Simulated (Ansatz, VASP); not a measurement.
One calculation of Ni, two programs

Contents of INCAR:

```
SYSTEM = Ni
PREC = Accurate ; ENCUT = 600
EDIFF = 1E-6 ; ISMEAR = -1
SIGMA = 0.1 ; LREAL = .FALSE.
LASPH = .TRUE. ; NELM = 150
ALGO = Normal ; ISIF = 3
LWAVE = .FALSE. ; LCHARG = .FALSE.
ISPIN = 2 ; MAGMOM = 1.5 1.5
LORBIT = 11 ; LMAXMIX = 4
GGA = PS ; IVDW = 12
IBRION = 2 ; NSW = 80
EDIFFG = -0.01
```

Contents of KPOINTS:

```
Automatic mesh
0
G
  14 14 7
  0 0 0
```

The input POSCAR:

```
Ni
1.0
    2.4480230000      0.0000000000      0.0000000000
   -1.2240110000      2.1200500000      0.0000000000
    0.0000000000      0.0000000000      4.0728080000
Ni
2
Direct
    0.3333333333      0.6666666667      0.2500000000
    0.6666666667      0.3333333333      0.7500000000
```

Input for Ansatz:

```yaml
crystal:
  lattice:
    - [2.448023, 0.0, 0.0]
    - [-1.224011, 2.12005, 0.0]
    - [0.0, 0.0, 4.072808]
  atoms:
    - { symbol: Ni, position: [0.3333333333333333, 0.6666666666666666, 0.25] }
    - { symbol: Ni, position: [0.6666666666666666, 0.3333333333333333, 0.75] }
basis:
  ecutwfc: 421.77648681281397
kpoints:
  mp_grid:
    grid: [14, 14, 7]
hamiltonian:
  xc: pbesol
  dispersion: d3bj
magnetization:
  spin_polarized: true
  per_species:
    Ni: 1.5
scf:
  occupations:
    method: fermi_dirac
    width: 0.1
relax:
  cell: {}
```

Alike in both runs: task relaxation of cell and atoms; functional PBEsol; dispersion D3(BJ); k mesh 14 × 14 × 7; occupations fermi-dirac, width 0.1 eV; collinear spin.

```csv
,VASP,Ansatz
version,VASP 6.6.1,Ansatz 0.2.0
potentials or method,"VASP PAW PBE potentials, release 64 (Ni), cutoff 600 eV","plane waves, PAW"
valence electrons in the cell,20,36
```

|  | VASP | Ansatz | Ansatz less VASP |
| --- | --- | --- | --- |
| net moment per atom (μB) | 0.59 | 0.60 | +0.016 |
| size of the moment on the site where the two differ most (μB) | 0.59 | 0.63 | +0.044 |
| relaxed volume (Å³/atom) | 10.12 | 10.13 | +0.012 |
| relaxed cell length with the largest relative difference (Å) | 2.425 | 2.426 | +0.0013 |

VASP's potentials were made for PBE, not for PBEsol. Site moments also hang on the region over which each program counts them. VASP's potentials hold 20 valence electrons a cell and Ansatz's 36, so a difference there can come from the potentials and not from the codes.
